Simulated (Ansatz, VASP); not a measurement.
FeO: VASP beside Ansatz

```
Fe O
1.0
     0.00000    2.15540    2.15540
     2.15540    0.00000    2.15540
     2.15540    2.15540    0.00000
Fe O
1 1
Direct
  0.00000 0.00000 0.00000
  0.50000 0.50000 0.50000
```

Alike in both runs: task single point; functional PBEsol; k mesh 8 × 8 × 8; occupations gaussian, width 0.05 eV; collinear spin; Hubbard terms Fe d U = 5.0 eV.

|  | VASP | Ansatz |
| --- | --- | --- |
| version | VASP 6.6.1 | Ansatz 0.2.0 |
| potentials or method | VASP PAW PBE potentials, release 64 (Fe, O), cutoff 520 eV | scalar-relativistic, plane waves, PAW |
| valence electrons in the cell | 14 | 22 |

```tsv
	VASP	Ansatz	Ansatz less VASP
pressure (GPa)	-8.8	-4.2	+4.63
traceless stress, the component that is largest in VASP (GPa)	0.00	-9.92	-9.924
net moment per atom (μB)	2.00	1.00	-1.002
size of the moment on the site where the two differ most (μB)	3.86	1.78	-2.075
```

The net moments are unlike, so the other rows may belong to different states. VASP's potentials were made for PBE, not for PBEsol. Site moments also hang on the region over which each program counts them. The programs project onto different local orbitals, so the same U acts differently, and such runs can settle in different states. VASP's potentials hold 14 valence electrons a cell and Ansatz's 22, so a difference there can come from the potentials and not from the codes. Ansatz's warnings: specified occupation not kept, symmetry narrowed by occupation matrices.
